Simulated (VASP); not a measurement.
# BeB15N15 (a cell with a defect) (Be_B-V_N) in VASP: a series of runs, part 2 of 3

VASP 6.6.1.

**4. Single point, PBE, collinear spin**

File INCAR:

```
SYSTEM = BeB15N15
PREC = Accurate
ENCUT = 520
EDIFF = 1E-6
ISMEAR = 0
SIGMA = 0.01
LREAL = Auto
LASPH = .True.
NELM = 150
ALGO = Normal
ISIF = 2
LWAVE = .False.
LCHARG = .False.
ISPIN = 2
MAGMOM = 0.2 0.01 0 0.04 0.01 0 0 0 0 0 0 0.04 0 0 0.01 0 0.01 0.01 0.02 0.01 0.01 0 0 0.01 0 0 0 0.02 0 0 0
LORBIT = 11
NUPDOWN = 1.0
GGA = PE
NBANDS = 86
NELECT = 123.0
```

File KPOINTS:

```
Automatic mesh
0
Gamma
  1 1 1
  0.25 0.25 0.25
```

File POSCAR:

```
BeB15N15
1.0
   -3.6241103800      3.6241103800     -3.6241103800
    3.6241103800      3.6241103800      3.6241103800
    3.6241103800     -3.6241103800     -3.6241103800
B Be N
15 1 15
Direct
    0.0105953172      0.0111700401     -0.0040253524
    0.0031964925      0.2515293711      0.7519106421
    0.0041092326      0.5015520230      0.5011956115
   -0.0119175819      0.7513894099      0.2553051946
    0.2511372520      0.0035594154      0.7519386192
    0.2484464145      0.5046573863      0.2529927827
    0.2502724831      0.7537542177      0.0022272283
    0.5012274536      0.0044849500      0.5011622642
    0.5043057190      0.2488283337      0.2529981678
    0.4954221248      0.4957929151     -0.0028694667
    0.4997847048      0.7502102081      0.7495501558
    0.7513858830     -0.0115237188      0.2550839104
    0.7533533795      0.2506233610      0.0021992037
    0.7498859044      0.5001877360      0.7496009377
    0.7509442058      0.7512947636      0.5044514936
    0.2294886500      0.2298794445      0.4736230371
    0.0013707375      0.2561353755     -0.0004604050
    0.0033353454      0.5031720205      0.7523146534
   -0.0018500923      0.7502525284      0.5036559843
    0.2556883805      0.0017594882     -0.0003664205
    0.2466512118      0.2470139788      0.7565074214
    0.2488752280      0.5114334151      0.4985473036
    0.2467623722      0.7586337343      0.2511464392
    0.5027954160      0.0036709608      0.7523001037
    0.5110517598      0.2492464748      0.4985400791
    0.5015038854      0.5018681690      0.2530452302
    0.5015138327      0.7491248558      0.0017398728
    0.7500099621     -0.0014884633      0.5035668390
    0.7582797624      0.2471386809      0.2511203812
    0.7487509473      0.5018025627      0.0017547826
    0.7525704068      0.7529570503      0.7546143705
```

Started as:

```sh
> cat potpaw_PBE.64/B/POTCAR potpaw_PBE.64/Be/POTCAR potpaw_PBE.64/N/POTCAR > POTCAR
> mpirun -np 1 vasp_std > vasp.out
```

It took 1.8 min on 1 thread of Intel Xeon Platinum 8259CL at 2.50GHz (Skylake/Cascade Lake), shared host; peak memory 0.4 GiB.

The run converged. Its results:

* Free energy: -251.3346 eV
* Largest force: 0.043 eV/Å
* Net moment: 1.00 μB per cell
* Site moments: B +0.32, +0.01, +0.07, +0.00, +0.06; Be +0.00; N +0.01, +0.00, -0.00 μB
* Valence electrons inside the program's atomic spheres: B 1.99, 2.07, 1.91, 2.03, 2.05; Be 1.30; N 4.00, 3.98, 3.99, 4.01, 3.95, 3.96, 3.97

Forces in eV/Å, atoms in the order of the input:
```
B    0.003 -0.012 -0.015
B   -0.008  0.006  0.013
B    0.006 -0.005 -0.002
B    0.003  0.038  0.021
B   -0.013  0.005  0.004
B   -0.008  0.010 -0.005
B   -0.007 -0.003 -0.006
B    0.000 -0.008 -0.006
B    0.006  0.004  0.010
B   -0.003  0.004 -0.002
B    0.006  0.000 -0.009
B   -0.009  0.021 -0.009
B    0.006  0.001  0.010
B    0.008 -0.001 -0.005
B   -0.001 -0.001  0.002
Be  -0.019 -0.019  0.016
N    0.006 -0.007 -0.005
N    0.000 -0.006  0.003
N    0.008 -0.004 -0.003
N    0.007 -0.003 -0.002
N    0.004  0.003 -0.002
N    0.002  0.005 -0.004
N    0.002 -0.012  0.003
N   -0.003 -0.004  0.001
N    0.004  0.008 -0.005
N   -0.001 -0.003  0.001
N    0.000  0.000  0.005
N    0.003  0.000 -0.002
N   -0.005 -0.012 -0.003
N   -0.003 -0.004  0.001
N    0.005  0.000 -0.002
```

Caveat: the k points lie up to 1.23 Å⁻¹ apart; the cell carries a net charge on a neutralising background, which shifts energy and pressure; the total moment is fixed, so each spin has its own Fermi level.

**5. Single point, PBE, collinear spin**

File INCAR:

```
ALGO     = Normal         # electronic algorithm
EDIFF    = 1E-6           # SCF threshold, eV
ENCUT    = 520            # plane-wave cutoff, eV
GGA      = PE             # functional
ISIF     = 2              # what is computed and relaxed
ISMEAR   = 0              # smearing method
ISPIN    = 2              # spin polarisation
LASPH    = T              # aspherical terms in the spheres
LCHARG   = F              # write CHGCAR
LORBIT   = 11             # projections on sites
LREAL    = Auto         
LWAVE    = F              # write WAVECAR
MAGMOM   = 0.05 0.01 0.01 0.05 0.01 0.01 0 0.01 0.01 0 0 0.05 0 0 0 0.02 0.01 0 0.01 0.01 0 0 0.01 0 0 0 0.01 0.01 0.01 0.01 0.01 # initial moments
NBANDS   = 86             # bands
NELECT   = 121.0        
NELM     = 150            # most SCF steps
NUPDOWN  = 1.0            # fixed moment
PREC     = Accurate       # precision mode
SIGMA    = 0.01           # smearing width, eV
```

KPOINTS is that of step 4.

File POSCAR:

```
BeB15N15
1.0
   -3.6241103800      3.6241103800     -3.6241103800
    3.6241103800      3.6241103800      3.6241103800
    3.6241103800     -3.6241103800     -3.6241103800
B Be N
15 1 15
Direct
   -0.0016626435     -0.0023632141     -0.0365544443
    0.0029882431      0.2500875897      0.7484068699
    0.0029684728      0.4976064978      0.5009898409
   -0.0016830175      0.7125089630      0.2485113368
    0.2507960674      0.0022751352      0.7484872934
    0.2507541377      0.4975570772      0.2531630065
    0.2441141621      0.7470042424     -0.0020852136
    0.4982495125      0.0022037191      0.5009968420
    0.4982489260      0.2500380972      0.2531260238
    0.4977065351      0.4969968189      0.0018100599
    0.4976755841      0.7508609056      0.7479009996
    0.7132814334     -0.0024161329      0.2485011802
    0.7477522931      0.2433581934     -0.0020586191
    0.7516068219      0.4969792021      0.7479179547
    0.7477196778      0.7469848133      0.4942786166
    0.2702004800      0.2694596419      0.5203801070
   -0.0020265131      0.2462114753      0.0017890807
    0.0022379426      0.4997222242      0.7506515002
   -0.0020404542      0.7508335608      0.4971397879
    0.2469277563     -0.0027454400      0.0017611934
    0.2483844167      0.2476775263      0.7612994033
    0.2483381594      0.5103626661      0.4986413093
    0.2469246079      0.7508315903      0.2481880678
    0.5004401605      0.0014768828      0.7506143246
    0.5110500190      0.2476010164      0.4985806131
    0.5004365365      0.4996992755      0.2524355639
    0.5010296569      0.7500047639      0.0009560619
    0.7515437525     -0.0027877996      0.4970980274
    0.7515479490      0.2462052949      0.2481498284
    0.7507291728      0.5003621028      0.0009293485
    0.7506994687      0.7499813608      0.7512478472
```

Potentials or basis: VASP PAW PBE potentials, release 64 (B, Be, N).

Started as:

```sh
> cat potpaw_PBE.64/B/POTCAR potpaw_PBE.64/Be/POTCAR potpaw_PBE.64/N/POTCAR > POTCAR
> mpirun -np 1 vasp_std > vasp.out
```

OUTCAR:

```text
EDIFF = 1E-6
   ENCUT = 520
   GGA = PE
   ISIF = 2
   ISMEAR = 0
   ISPIN = 2
   LASPH = T
   LORBIT = 11
   LREAL = Auto
   NELECT = 121.0
   NELM = 150
   NUPDOWN = 1.0
   PREC = Accurate

 ion  position               nearest neighbor table
   1  0.998  0.998  0.963-  31 1.50  17 1.50  20 1.50
   2  0.003  0.250  0.748-  21 1.52  18 1.56  28 1.58  17 1.61
   3  0.003  0.498  0.501-  22 1.52  18 1.56  29 1.58  19 1.61
   4  0.998  0.713  0.249-  30 1.49  23 1.50  19 1.50
   5  0.251  0.002  0.748-  21 1.52  24 1.56  19 1.58  20 1.61
   6  0.251  0.498  0.253-  22 1.52  26 1.56  17 1.58  23 1.61
   7  0.244  0.747  0.998-  18 1.54  20 1.56  23 1.56  27 1.60
   8  0.498  0.002  0.501-  25 1.52  24 1.56  23 1.58  28 1.61
   9  0.498  0.250  0.253-  25 1.52  26 1.56  20 1.58  29 1.61
  10  0.498  0.497  0.002-  21 1.55  26 1.56  27 1.58  30 1.58
  11  0.498  0.751  0.748-  22 1.55  24 1.56  31 1.58  27 1.58
  12  0.713  0.998  0.249-  27 1.49  28 1.50  29 1.50
  13  0.748  0.243  0.998-  24 1.54  17 1.56  29 1.56  30 1.60
  14  0.752  0.497  0.748-  25 1.55  18 1.56  30 1.58  31 1.58
  15  0.748  0.747  0.494-  26 1.54  19 1.56  28 1.56  31 1.60
  16  0.270  0.269  0.520-  25 1.61  22 1.61  21 1.61
[... 420 lines left out ...]

 VOLUME and BASIS-vectors are now :
 -----------------------------------------------------------------------------
  energy-cutoff  :      520.00
  volume of cell :      190.40
      direct lattice vectors                 reciprocal lattice vectors
    -3.624110380  3.624110380 -3.624110380     0.000000000  0.137964893 -0.137964893
     3.624110380  3.624110380  3.624110380     0.137964893  0.137964893  0.000000000
     3.624110380 -3.624110380 -3.624110380     0.137964893  0.000000000 -0.137964893

 POSITION                                       TOTAL-FORCE (eV/Angst)
 -----------------------------------------------------------------------------------
      3.48909      3.74200     -3.49417         0.023549     -0.028007     -0.027276
      3.60782     -1.79513     -1.81679         0.010904     -0.027409      0.004005
      3.60827     -0.00150     -0.02302         0.005067     -0.015974      0.014607
     -0.13517      5.29959     -1.93643         0.031862      0.027390      0.020121
      1.81193     -1.79544     -3.61327        -0.011140     -0.017777     -0.006514
      1.81193      1.79447     -0.02305        -0.006276      0.004267      0.008687
[... 23 lines left out ...]
     -0.90399      4.53072     -0.91073        -0.020653     -0.022152      0.022627
      2.72000      2.71603     -2.72521        -0.016046     -0.021365      0.016158
 -----------------------------------------------------------------------------------
    total drift:                                0.007100      0.009660      0.004555

  FREE ENERGIE OF THE ION-ELECTRON SYSTEM (eV)
  ---------------------------------------------------
  free  energy   TOTEN  =      -269.8511874853 eV

  energy  without entropy=     -269.8511874853  energy(sigma->0) =     -269.85118749

 total charge

# of ion       s       p       d       tot
------------------------------------------
    1        0.710   1.312   0.000   2.022
    2        0.669   1.338   0.000   2.007
    3        0.669   1.338   0.000   2.007
    4        0.710   1.312   0.000   2.022
    5        0.669   1.338   0.000   2.007
    6        0.669   1.338   0.000   2.007
[... 23 lines left out ...]
   30        1.211   2.749   0.000   3.960
   31        1.211   2.749   0.000   3.960
--------------------------------------------------
tot         28.854  62.450   0.000  91.304

 magnetization (x)

# of ion       s       p       d       tot
------------------------------------------
    1        0.009   0.081   0.000   0.089
    2        0.003   0.006   0.000   0.009
    3        0.003   0.006   0.000   0.009
    4        0.009   0.081   0.000   0.090
    5        0.003   0.006   0.000   0.009
    6        0.003   0.006   0.000   0.009
[... 23 lines left out ...]
   30        0.000   0.006   0.000   0.007
   31        0.000   0.006   0.000   0.007
--------------------------------------------------
tot          0.067   0.384   0.000   0.451
```

OSZICAR:

```text
N       E                     dE             d eps       ncg     rms          rms(c)
DAV:   1     0.491308045248E+03    0.49131E+03   -0.63299E+04   344   0.136E+03
DAV:   2    -0.248182321987E+03   -0.73949E+03   -0.71047E+03   420   0.319E+02
DAV:   3    -0.285588582457E+03   -0.37406E+02   -0.37138E+02   448   0.731E+01
DAV:   4    -0.286048597016E+03   -0.46001E+00   -0.45896E+00   424   0.856E+00
DAV:   5    -0.286057518871E+03   -0.89219E-02   -0.89155E-02   432   0.115E+00    0.269E+01
DAV:   6    -0.271158112123E+03    0.14899E+02   -0.44262E+01   392   0.208E+01    0.125E+01
DAV:   7    -0.270101312991E+03    0.10568E+01   -0.35189E+00   416   0.658E+00    0.776E+00
DAV:   8    -0.269864345121E+03    0.23697E+00   -0.73890E-01   400   0.307E+00    0.119E+00
DAV:   9    -0.269853150944E+03    0.11194E-01   -0.68263E-02   400   0.117E+00    0.466E-01
DAV:  10    -0.269852228998E+03    0.92195E-03   -0.20026E-02   408   0.496E-01    0.286E-01
DAV:  11    -0.269851062083E+03    0.11669E-02   -0.14961E-03   392   0.170E-01    0.124E-01
DAV:  12    -0.269851135180E+03   -0.73098E-04   -0.50556E-04   408   0.896E-02    0.422E-02
DAV:  13    -0.269851176547E+03   -0.41367E-04   -0.13019E-04   384   0.437E-02    0.204E-02
DAV:  14    -0.269851185160E+03   -0.86133E-05   -0.10687E-05   408   0.143E-02    0.131E-02
DAV:  15    -0.269851186910E+03   -0.17496E-05   -0.20773E-06   336   0.575E-03    0.635E-03
DAV:  16    -0.269851187485E+03   -0.57522E-06   -0.11049E-06   232   0.381E-03
   1 F= -.26985119E+03 E0= -.26985119E+03  d E =-.294052E-44  mag=     1.0000
```

Wall time 1.9 min (1 thread of Intel Xeon Platinum 8259CL at 2.50GHz (Skylake/Cascade Lake), shared host); peak memory 0.39 GiB.

What came out:

* Free energy: -269.8512 eV
* Largest force: 0.047 eV/Å
* Net moment: 1.00 μB per cell
* Site moments: B +0.09, +0.01, +0.00; Be +0.05; N +0.01, -0.00 μB
* Valence electrons inside the program's atomic spheres: B 2.02, 2.01, 2.00; Be 1.47; N 3.97, 4.01, 3.96

Forces in eV/Å, atoms in the order of the input:
```
B    0.024 -0.028 -0.027
B    0.011 -0.027  0.004
B    0.005 -0.016  0.015
B    0.032  0.027  0.020
B   -0.011 -0.018 -0.007
B   -0.006  0.004  0.009
B    0.009  0.001 -0.005
B   -0.018 -0.002 -0.005
B   -0.012  0.004  0.001
B    0.012  0.012 -0.012
B    0.012  0.011 -0.015
B   -0.014  0.027 -0.028
B    0.005  0.004  0.003
B    0.012  0.010 -0.008
B    0.008  0.001 -0.005
Be  -0.003 -0.009  0.007
N    0.008  0.024  0.012
N    0.000 -0.009  0.014
N    0.010 -0.004 -0.018
N   -0.010  0.019 -0.010
N   -0.005 -0.001 -0.001
N   -0.014  0.011  0.007
N   -0.012  0.012 -0.016
N    0.000 -0.011 -0.002
N   -0.004  0.009  0.003
N   -0.007 -0.001  0.013
N   -0.033 -0.013  0.020
N    0.022 -0.004 -0.013
N    0.020  0.009  0.005
N   -0.021 -0.022  0.023
N   -0.016 -0.021  0.016
```

Caveat: the k points lie up to 1.23 Å⁻¹ apart; the cell carries a net charge on a neutralising background, which shifts energy and pressure; the total moment is fixed, so each spin has its own Fermi level.

(Part 2 of 3 ends here.)
